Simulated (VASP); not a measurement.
Cr: single point with LDA

Cr:

```
CELL_PARAMETERS angstrom
-1.39425 1.39425 1.39425
1.39425 -1.39425 1.39425
1.39425 1.39425 -1.39425
ATOMIC_POSITIONS crystal
Cr 0.00000 0.00000 0.00000
```

| Property | Result |
| --- | --- |
| Program | VASP 6.6.1 |
| Task | single point |
| Functional | LDA |
| Potentials or basis | VASP PAW LDA potentials, release 64 (Cr_pv) |
| Cutoff | 500 eV |
| k mesh | 16 × 16 × 16 |
| Occupations | methfessel-paxton, width 0.03 eV |
| Spin | no spin polarisation |
| Dipole correction | no |
| Further INCAR settings | ALGO = Normal; EDIFF = 1e-06; NBANDS = 12 |

```yaml
Pressure: 0.0 GPa
Band_gap_on_the_k_mesh: zero (bands 6 and 7 overlap by 3.70 eV)
```

Levels at points of the mesh, in eV from the Fermi level:
```csv
k point,band 3,band 4,band 5,band 6,band 7,band 8,band 9,band 10
"(0.00, 0.00, 0.00)",-42.19,-7.95,-0.95,-0.95,-0.95,1.23,1.23,5.44
"(0.50, 0.00, 0.00)",-42.20,-4.71,-2.65,1.26,1.44,1.61,3.18,5.43
"(0.50, 0.50, 0.50)",-42.97,-4.71,-4.71,2.75,2.75,2.75,5.43,11.27
```

Run time: 27 s on 1 thread of AMD EPYC 7R13, with other jobs on the host, peak memory 0.09 GiB.

Caveat: an empty level that is flat over the whole mesh can mark a ghost state of the potentials, or a narrow d or f band; the run has no spin polarisation, though such a crystal can be magnetic. Spin polarisation is off, so any magnetic state and its effect on volume and gap are missing.
